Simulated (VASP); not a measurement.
# Be2GeN2 (P-4m2) in VASP: a series of runs

Runs on Be2GeN2. Level: PBE. Tasks: single point, relaxation of cell and atoms.

All numbers are computed with VASP 6.6.1; they aren't measurements. Logs are shortened: lines on timing, memory, paths and dates and some standing lists are left out, and cuts for length are marked.

**1. The cell of the first run**

It takes space group P-4m2 (No. 115, tetragonal). Conventional cell: a = 3.562 Å, b = 3.562 Å, c = 4.357 Å, α = 90.00°, β = 90.00°, γ = 90.00°. Within 2.8 Å of Be (site symmetry -4m2) lie 4 N at 2.14 Å and 2 Ge at 2.18 Å. Be (site symmetry -4m2) has 4 N at 2.04 Å and 4 Ge at 2.52 Å within 2.7 Å. Ge (site symmetry -4m2) has 4 N at 2.04 Å and 6 Be at 2.18 to 2.52 Å within 2.7 Å. Within 2.7 Å of N (site symmetry 2mm) lie 4 Be at 2.04 to 2.14 Å and 2 Ge at 2.04 Å.

**2. Single point, PBE**

INCAR

```
ALGO = Normal
EDIFF = 1E-6
ENCUT = 520
GGA = PE
ISIF = 2
ISMEAR = 0
LASPH = T
LCHARG = T
LELF = T
LREAL = F
LVHAR = T
LWAVE = F
NBANDS = 22
NELM = 100
PREC = Accurate
SIGMA = 0.1
```

KPOINTS

```
k-points
0
Gamma
  10 10 10
```

POSCAR

```
Be2GeN2
1.0
    3.5618621004      0.0000000000      0.0000000000
    0.0000000000      3.5618621004      0.0000000000
    0.0000000000      0.0000000000      4.3574028032
Be Ge N
2 1 2
Direct
    0.0000000000      0.0000000000      0.5000000000
    0.5000000000      0.5000000000      0.0000000000
    0.0000000000      0.0000000000      0.0000000000
    0.5000000000      0.0000000000      0.7722820860
    0.0000000000      0.5000000000      0.2277179140
```

Potentials or basis: VASP PAW PBE potentials, release 64 (Be, Ge_d, N).

On the command line:

```console
$ cat potpaw_PBE.64/Be/POTCAR potpaw_PBE.64/Ge_d/POTCAR potpaw_PBE.64/N/POTCAR > POTCAR
$ mpirun -np 1 vasp_std > vasp.out
```

OUTCAR:

```text
EDIFF = 1E-6
   ENCUT = 520
   GGA = PE
   ISIF = 2
   ISMEAR = 0
   LASPH = T
   LREAL = F
   NELM = 100
   PREC = Accurate

 ion  position               nearest neighbor table
   1  0.000  0.000  0.500-   3 2.18   3 2.18
   2  0.500  0.500  0.000-   4 2.04   5 2.04   4 2.04   5 2.04   3 2.52   3 2.52   3 2.52   3 2.52

   3  0.000  0.000  0.000-   4 2.04   5 2.04   5 2.04   4 2.04   1 2.18   1 2.18   2 2.52   2 2.52
                             2 2.52   2 2.52
   4  0.500  0.000  0.772-   2 2.04   3 2.04   2 2.04   3 2.04
   5  0.000  0.500  0.228-   2 2.04   3 2.04   3 2.04   2 2.04

  LATTYP: Found a simple tetragonal cell.
 ALAT       =     3.5618621004
 C/A-ratio  =     1.2233496638

  Lattice vectors:

 A1 = (   3.5618621004,   0.0000000000,   0.0000000000)
 A2 = (   0.0000000000,   3.5618621004,   0.0000000000)
 A3 = (   0.0000000000,   0.0000000000,   4.3574028032)

Analysis of symmetry for initial positions (statically):
=====================================================================
 Subroutine PRICEL returns:
 Original cell was already a primitive cell.

 Routine SETGRP: Setting up the symmetry group for a
 simple tetragonal supercell.

 Subroutine GETGRP returns: Found  8 space group operations
 (whereof  8 operations were pure point group operations)
 out of a pool of 16 trial point group operations.

The static configuration has the point symmetry D_2d.

Analysis of symmetry for dynamics (positions and initial velocities):
=====================================================================
 Subroutine PRICEL returns:
 Original cell was already a primitive cell.

 Routine SETGRP: Setting up the symmetry group for a
 simple tetragonal supercell.

 Subroutine GETGRP returns: Found  8 space group operations
 (whereof  8 operations were pure point group operations)
 out of a pool of 16 trial point group operations.

The dynamic configuration has the point symmetry D_2d.

 Subroutine INISYM returns: Found  8 space group operations
 (whereof  8 operations are pure point group operations),
 and found     1 'primitive' translations

----------------------------------------------------------------------------------------

                                     Primitive cell

  volume of cell :      55.2818

  direct lattice vectors                    reciprocal lattice vectors
     3.561862100  0.000000000  0.000000000     0.280752026  0.000000000  0.000000000
     0.000000000  3.561862100  0.000000000     0.000000000  0.280752026  0.000000000
     0.000000000  0.000000000  4.357402803     0.000000000  0.000000000  0.229494505

  length of vectors
     3.561862100  3.561862100  4.357402803     0.280752026  0.280752026  0.229494505

  position of ions in fractional coordinates (direct lattice)
     0.000000000  0.000000000  0.500000000
     0.500000000  0.500000000  0.000000000
     0.000000000  0.000000000  0.000000000
     0.500000000  0.000000000  0.772282086
     0.000000000  0.500000000  0.227717914

  ion indices of the primitive-cell ions
   primitive index   ion index
                 1           1
                 2           2
                 3           3
                 4           4
                 5           5

----------------------------------------------------------------------------------------

 KPOINTS: k-points

Automatic generation of k-mesh.
 Grid dimensions read from file:
 generate k-points for:   10   10   10

 Generating k-lattice:

  Cartesian coordinates                     Fractional coordinates (reciprocal lattice)
     0.028075203  0.000000000  0.000000000     0.100000000  0.000000000  0.000000000
     0.000000000  0.028075203  0.000000000     0.000000000  0.100000000  0.000000000
     0.000000000  0.000000000  0.022949451     0.000000000  0.000000000  0.100000000

  Length of vectors
     0.028075203  0.028075203  0.022949451

  Shift w.r.t. Gamma in fractional coordinates (k-lattice)
     0.000000000  0.000000000  0.000000000

 Subroutine IBZKPT returns following result:
 ===========================================

 Found    126 irreducible k-points:

 Following reciprocal coordinates:
            Coordinates               Weight
  0.000000  0.000000  0.000000      1.000000
  0.100000  0.000000  0.000000      4.000000
  0.200000  0.000000  0.000000      4.000000
  0.300000  0.000000  0.000000      4.000000
  0.400000  0.000000  0.000000      4.000000
  0.500000  0.000000  0.000000      2.000000
[... 16 lines left out ...]
  0.100000  0.000000  0.100000      8.000000
  0.200000  0.000000  0.100000      8.000000
 [... further k-points ...]
   k-points           NKPTS =    126   k-points in BZ     NKDIM =    126   number of bands    NBANDS=     22
   number of dos      NEDOS =    301   number of ions     NIONS =      5
   total plane-waves  NPLWV =  25088
   dimension x,y,z NGX =    28 NGY =   28 NGZ =   32
   dimension x,y,z NGXF=    56 NGYF=   56 NGZF=   64
   ions per type =               2   1   2
   NGX,Y,Z   is equivalent  to a cutoff of  13.07, 13.07, 12.21 a.u.
   NGXF,Y,Z  is equivalent  to a cutoff of  26.14, 26.14, 24.42 a.u.
 SYSTEM =  unknown system
   PREC   = accura    normal or accurate (medium, high low for compatibility)
   ISTART =      0    job   : 0-new  1-cont  2-samecut
   ICHARG =      2    charge: 1-file 2-atom 10-const
   ISPIN  =      1    spin polarized calculation?
   LNONCOLLINEAR =      F non collinear calculations
   LSORBIT =      F    spin-orbit coupling
   LASPH  =      T    aspherical Exc in radial PAW
   ENCUT  =  520.0 eV  38.22 Ry    6.18 a.u.   6.62  6.62  8.10*2*pi/ulx,y,z
   NELM   =    100;   NELMIN=  2; NELMDL= -5     # of ELM steps
   EDIFF  = 0.1E-05   stopping-criterion for ELM
   LREAL  =      F    real-space projection
   EDIFFG = 0.1E-04   stopping-criterion for IOM
   NSW    =      0    number of steps for IOM
   IBRION =     -1    ionic relax: 0-MD 1-quasi-New 2-CG
   NFREE  =      0    steps in history (QN), initial steepest desc. (CG)
   ISIF   =      2    stress and relaxation
   ISYM   =      2    0-nonsym 1-usesym 2-fastsym
   POTIM  = 0.5000    time-step for ionic-motion
   TEBEG  =    0.0;   TEEND  =   0.0 temperature during run
   PSTRESS=    0.0 pullay stress
   NELECT =      28.0000    total number of electrons
   NUPDOWN=      -1.0000    fix difference up-down
   EMIN   =  10.00;   EMAX   =-10.00  energy-range for DOS
   EFERMI =   0.00;   METHOD = LEGACY
   ISMEAR =     0;   SIGMA  =   0.10  broadening in eV -4-tet -1-fermi 0-gaus
   EFERMI_NEDOS =   21; number of points for ismear=-14 and -15
   IALGO  =     38    algorithm
   IMIX   =      4    mixing-type and parameters
     AMIX     =   0.40;   BMIX     =  1.00
     AMIX_MAG =   1.60;   BMIX_MAG =  1.00
  volume/ion in A,a.u.               =      11.06        74.61
  Fermi-wavevector in a.u.,A,eV,Ry     =   1.304969  2.466034 23.169962  1.702944
  Thomas-Fermi vector in A             =   2.435869
   LORBIT       =      0    0 simple, 1 ext, 2 COOP (PROOUT), +10 PAW based schemes
   GGA     = PE    functional components
   LHFCALC =     F    Hartree Fock is set to
   AEXX    =    0.0000 exact exchange contribution
   IVDW    =     0    specifies the selected vdW correction
   LEPSILON=     F    determine dielectric tensor
   LRPA    =     F    only Hartree local field effects (RPA)
 non-spin polarized calculation
 Gauss-broadening in eV      SIGMA  =   0.10
  energy-cutoff  :      520.00
  volume of cell :       55.28
 maximum number of plane-waves:      1513
 NGX is ok and might be reduce to    28
   NGX = 13   NGY = 13   NGZ = 17

 number of electron      27.9999996 magnetization

 Free energy of the ion-electron system (eV)
  ---------------------------------------------------
  ext. energy  EPLUGINS =         0.00000000
  ---------------------------------------------------
  free energy    TOTEN  =       -25.79967734 eV

  energy without entropy =      -25.79545493  energy(sigma->0) =      -25.79756613

 E-fermi :   6.5858     XC(G=0): -10.4516

 val. band max:        6.5384889544   @ k =   0.1000   0.1000   0.5000
 cond. band min:       6.5867536880   @ k =   0.5000   0.4000   0.1000
 fundamental gap:      0.0482647337
 Fermi energy:         6.5858044902

 k-point     1 :       0.0000    0.0000    0.0000
  band No.  band energies     occupation
      1     -19.3076      2.00000
      2     -19.2170      2.00000
      3     -19.1378      2.00000
      4     -19.1378      2.00000
      5     -19.1370      2.00000
      6     -11.6074      2.00000
[... 14 lines left out ...]
     21      13.2019      0.00000
     22      13.5194      0.00000

 k-point     2 :       0.1000    0.0000    0.0000
  band No.  band energies     occupation
      1     -19.3043      2.00000
      2     -19.2181      2.00000
      3     -19.1411      2.00000
      4     -19.1377      2.00000
      5     -19.1347      2.00000
      6     -11.5340      2.00000
[... 14 lines left out ...]
     21      13.0387      0.00000
     22      13.3706      0.00000

 k-point     3 :       0.2000    0.0000    0.0000
  band No.  band energies     occupation
      1     -19.2957      2.00000
      2     -19.2208      2.00000
      3     -19.1468      2.00000
      4     -19.1374      2.00000
      5     -19.1316      2.00000
      6     -11.3198      2.00000
[... 14 lines left out ...]
     21      12.6716      0.00000
     22      13.1775      0.00000

 k-point     4 :       0.3000    0.0000    0.0000
  band No.  band energies     occupation
      1     -19.2851      2.00000
      2     -19.2242      2.00000
      3     -19.1535      2.00000
      4     -19.1370      2.00000
      5     -19.1279      2.00000
      6     -10.9855      2.00000
[... 14 lines left out ...]
     21      12.0436      0.00000
     22      13.2948      0.00000

 k-point     5 :       0.4000    0.0000    0.0000
  band No.  band energies     occupation
      1     -19.2765      2.00000
      2     -19.2270      2.00000
      3     -19.1591      2.00000
      4     -19.1367      2.00000
      5     -19.1249      2.00000
      6     -10.5872      2.00000
[... 14 lines left out ...]
     21      12.1668      0.00000
     22      12.7697      0.00000

 k-point     6 :       0.5000    0.0000    0.0000
  band No.  band energies     occupation
      1     -19.2732      2.00000
      2     -19.2280      2.00000
      3     -19.1614      2.00000
      4     -19.1366      2.00000
      5     -19.1236      2.00000
      6     -10.3372      2.00000
[... 14 lines left out ...]
     21      12.4837      0.00000
     22      12.8182      0.00000

 k-point     7 :       0.1000    0.1000    0.0000
  band No.  band energies     occupation
      1     -19.3009      2.00000
      2     -19.2191      2.00000
      3     -19.1417      2.00000
      4     -19.1395      2.00000
      5     -19.1331      2.00000
      6     -11.4610      2.00000
[... 324 lines left out ...]
      6      -9.4832      2.00000
[... 14 lines left out ...]
     21      14.3308      0.00000
     22      14.5968      0.00000

 k-point    21 :       0.5000    0.5000    0.0000
  band No.  band energies     occupation
      1     -19.2384      2.00000
      2     -19.2293      2.00000
      3     -19.1595      2.00000
      4     -19.1595      2.00000
      5     -19.1157      2.00000
      6      -9.3523      2.00000
[... 14 lines left out ...]
     21      14.3999      0.00000
     22      14.6914      0.00000

 k-point    22 :       0.0000    0.0000    0.1000
  band No.  band energies     occupation
      1     -19.3076      2.00000
      2     -19.2170      2.00000
      3     -19.1379      2.00000
      4     -19.1379      2.00000
      5     -19.1373      2.00000
      6     -11.5819      2.00000
[... 14 lines left out ...]
     21      13.1456      0.00000
     22      13.4829      0.00000

 k-point    23 :       0.1000    0.0000    0.1000
  band No.  band energies     occupation
      1     -19.3043      2.00000
      2     -19.2181      2.00000
      3     -19.1413      2.00000
      4     -19.1378      2.00000
      5     -19.1349      2.00000
      6     -11.5089      2.00000
[... 14 lines left out ...]
     21      12.9268      0.00000
     22      13.4273      0.00000

 k-point    24 :       0.2000    0.0000    0.1000
  band No.  band energies     occupation
      1     -19.2957      2.00000
      2     -19.2208      2.00000
      3     -19.1470      2.00000
      4     -19.1375      2.00000
      5     -19.1318      2.00000
      6     -11.2958      2.00000
[... 14 lines left out ...]
     21      12.5657      0.00000
     22      13.2427      0.00000

 [... further k-points ...]
[... 5 lines left out ...]
  --------------------------------------------------------------------------------------
  -------------------------------------------------------------------------------------
  Total        0.0693643      0.0693643      0.0280866      0.0000000     -0.0000000      0.0000000
  in kB        2.0103190      2.0103190      0.8140063      0.0000000     -0.0000000      0.0000000
  external PRESSURE =       1.6115481 kB  Pullay stress =       0.0000000 kB

 VOLUME and BASIS-vectors are now :
 -----------------------------------------------------------------------------
  energy-cutoff  :      520.00
  volume of cell :       55.28
      direct lattice vectors                 reciprocal lattice vectors
     3.561862100  0.000000000  0.000000000     0.280752026  0.000000000  0.000000000
     0.000000000  3.561862100  0.000000000     0.000000000  0.280752026  0.000000000
     0.000000000  0.000000000  4.357402803     0.000000000  0.000000000  0.229494505

 POSITION                                       TOTAL-FORCE (eV/Angst)
 -----------------------------------------------------------------------------------
      0.00000      0.00000      2.17870         0.000000     -0.000000      0.000000
      1.78093      1.78093      0.00000         0.000000      0.000000      0.000000
      0.00000      0.00000      0.00000        -0.000000     -0.000000      0.000000
      1.78093      0.00000      3.36514         0.000000     -0.000000     -0.014616
      0.00000      1.78093      0.99226         0.000000      0.000000      0.014616
 -----------------------------------------------------------------------------------
    total drift:                               -0.000000     -0.000000      0.000000

  FREE ENERGIE OF THE ION-ELECTRON SYSTEM (eV)
  ---------------------------------------------------
  free  energy   TOTEN  =       -25.7996773366 eV

  energy  without entropy=      -25.7954549290  energy(sigma->0) =      -25.79756613
```

Run time: 52 s. Hardware: 1 thread of Intel Xeon 6975P-C (Granite Rapids), shared host; peak memory 0.27 GiB.

Results:

- Free energy: -25.7997 eV
- Pressure: 0.2 GPa
- Largest force: 0.015 eV/Å
- Band gap on the k mesh: zero (band 14 reaches 9.19 eV, above the bottom of band 15 at 4.82 eV)

Forces in eV/Å, atoms in the order of the input:
```
Be   0.000  0.000  0.000
Be   0.000  0.000  0.000
Ge   0.000  0.000  0.000
N    0.000  0.000 -0.015
N    0.000  0.000  0.015
```

Stress tensor (GPa, compression positive):
```
0.20 0.00 0.00
0.00 0.20 0.00
0.00 0.00 0.08
```

Levels at points of the mesh, in eV from the Fermi level:
```csv
k point,band 11,band 12,band 13,band 14,band 15,band 16,band 17,band 18
"(0.00, 0.00, 0.00)",-3.80,-3.76,-3.61,-3.61,-1.77,1.32,3.26,4.19
"(0.50, 0.00, 0.00)",-5.05,-4.75,-4.43,-2.53,2.44,2.50,3.12,4.41
"(0.50, 0.50, 0.00)",-5.26,-5.26,-4.22,-0.45,-0.45,1.20,3.65,4.24
"(0.00, 0.00, 0.50)",-5.93,-4.31,-4.31,-2.27,-0.15,2.86,2.92,4.07
"(0.50, 0.00, 0.50)",-4.35,-4.05,-3.39,-2.92,2.00,2.00,3.56,4.63
"(0.50, 0.50, 0.50)",-6.29,-6.29,-5.10,2.60,2.60,2.69,3.57,5.45
```

[end of part 1 of 2]
